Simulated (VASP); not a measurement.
Wanted: the native input for a VASP 6.6.1 run.

| Property | Result |
| --- | --- |
| Task | single point |
| Functional | r2SCAN |
| Potentials or basis | VASP PAW PBE potentials, release 64 (W_sv, S) |
| Cutoff | 520 eV |
| k mesh | 12 × 12 × 2 |
| Occupations | gaussian, width 0.02 eV |
| Spin | no spin polarisation |
| Dipole correction | no |
| Further INCAR settings | ALGO = Normal; EDIFF = 1e-06; NBANDS = 20 |

System: WS2, a slab with vacuum.

```
W S
1.0
     3.18110    0.00000    0.00000
    -1.59055    2.75491    0.00000
     0.00000    0.00000   16.95074
W S
1 2
Direct
  0.33333 0.66667 0.00000
  0.66667 0.33333 0.90802
  0.66667 0.33333 0.09198
```

The input as run:

POSCAR

```
WS2
1.0
    3.1810954166      0.0000000000      0.0000000000
   -1.5905477083      2.7549094426      0.0000000000
    0.0000000000      0.0000000000     16.9507408752
W S
1 2
Direct
    0.3333333333      0.6666666667      0.0000000000
    0.6666666667      0.3333333333      0.9080224958
    0.6666666667      0.3333333333      0.0919775042
```

INCAR.step1

```
  PREC = Accurate
  ENCUT = 520
  ISMEAR = 0
  SIGMA = 0.02
  LREAL = F
  LASPH = T
  NELM = 100
  NBANDS = 20
  GGA = PE
  ALGO = Normal
  EDIFF = 1E-4
  LWAVE = T
  LCHARG = F
```

INCAR.step2

```
  PREC = Accurate
  ENCUT = 520
  EDIFF = 1E-6
  ISMEAR = 0
  SIGMA = 0.02
  LREAL = F
  LASPH = T
  NELM = 100
  ALGO = Normal
  ISIF = 2
  LWAVE = F
  LCHARG = F
  METAGGA = R2SCAN
  LMIXTAU = T
  NBANDS = 20
  ISTART = 1
```

KPOINTS

```
regular mesh
0
Gamma
  12 12 2
```

Potentials or basis: VASP PAW PBE potentials, release 64 (W_sv, S).

Command:

```bash
$ cat potpaw_PBE.64/W_sv/POTCAR potpaw_PBE.64/S/POTCAR > POTCAR
$ cp INCAR.step1 INCAR
$ mpirun -np 1 vasp_std > vasp.out
$ cp INCAR.step2 INCAR
$ mpirun -np 1 vasp_std > vasp.out
```

It gave:

| Property | Result |
| --- | --- |
| Largest force | 0.022 eV/Å |
| Band gap on the k mesh | 1.91 eV (least direct gap 1.93 eV) |

Caveat: the PAW data sets were made with another functional, which shifts forces and pressure a little; spin-orbit coupling is left out, which moves the levels of the heavy elements.

Run time: 9.7 min on 1 thread of Intel Xeon 8259CL, with other jobs on the host, peak memory 0.35 GiB.
